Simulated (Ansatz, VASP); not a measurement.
## PtS2 in VASP and in Ansatz

File INCAR:

```
PREC = Accurate
ENCUT = 520
EDIFF = 1E-7
ISMEAR = 0
SIGMA = 0.1
LREAL = F
LASPH = T
NELM = 60
ALGO = Normal
ISIF = 2
LWAVE = F
LCHARG = F
GGA = PE
NBANDS = 18
```

KPOINTS

```
regular mesh
0
Gamma
  3 3 1
```

POSCAR

```
PtS2
1.0
    3.5431994758      0.0000000000      0.0000000000
   -1.7715997379      3.0685007567      0.0000000000
    0.0000000000      0.0000000000      5.0388000000
Pt S
1 2
Direct
    0.0000000000      0.0000000000      0.0000000000
    0.3333333333      0.6666666667      0.2500000000
    0.6666666667      0.3333333333      0.7500000000
```

Input for Ansatz:

```yaml
crystal:
  lattice:
    - [3.5431994758, 0.0, 0.0]
    - [-1.7715997379, 3.0685007567, 0.0]
    - [0.0, 0.0, 5.0388]
  atoms:
    - { symbol: Pt, position: [0.0, 0.0, 0.0] }
    - { symbol: S, position: [0.3333333333, 0.6666666667, 0.25] }
    - { symbol: S, position: [0.6666666667, 0.3333333333, 0.75] }
basis: {}
kpoints:
  mp_grid: { grid: [3, 3, 1] }
hamiltonian:
  xc: pbe
scf:
  occupations: { method: gaussian, width: 0.1 }
output:
  forces: true
  stress: true
  eigenvalues: true
```

Alike in both runs: task single point; functional PBE; k mesh 3 × 3 × 1; occupations gaussian, width 0.1 eV; no spin polarisation.

```csv
,VASP,Ansatz
version,VASP 6.6.1,Ansatz 0.2.0
potentials or method,"VASP PAW PBE potentials, release 64 (Pt, S)","scalar-relativistic, plane waves, PAW"
plane-wave cutoff (eV),520,420
valence electrons in the cell,22,30
```

```tsv
	VASP	Ansatz	Ansatz less VASP
gap on the k mesh at the Fermi level (eV)	0.52	0.51	-0.001
least direct gap on the mesh (eV)	1.74	1.74	+0.002
pressure (GPa)	0.5	0.9	+0.44
traceless stress, the component that is largest in VASP (GPa)	-1.18	-1.31	-0.136
rms of the force components (eV/Å)	0.242	0.222	-0.0196
```

Atom by atom the forces differ by 0.020 eV/Å (rms over components). VASP's potentials hold 22 valence electrons a cell and Ansatz's 30, so a difference there can come from the potentials and not from the codes.

The k mesh is coarse, so the values compare programs but aren't converged. Neither program's run includes spin-orbit coupling.
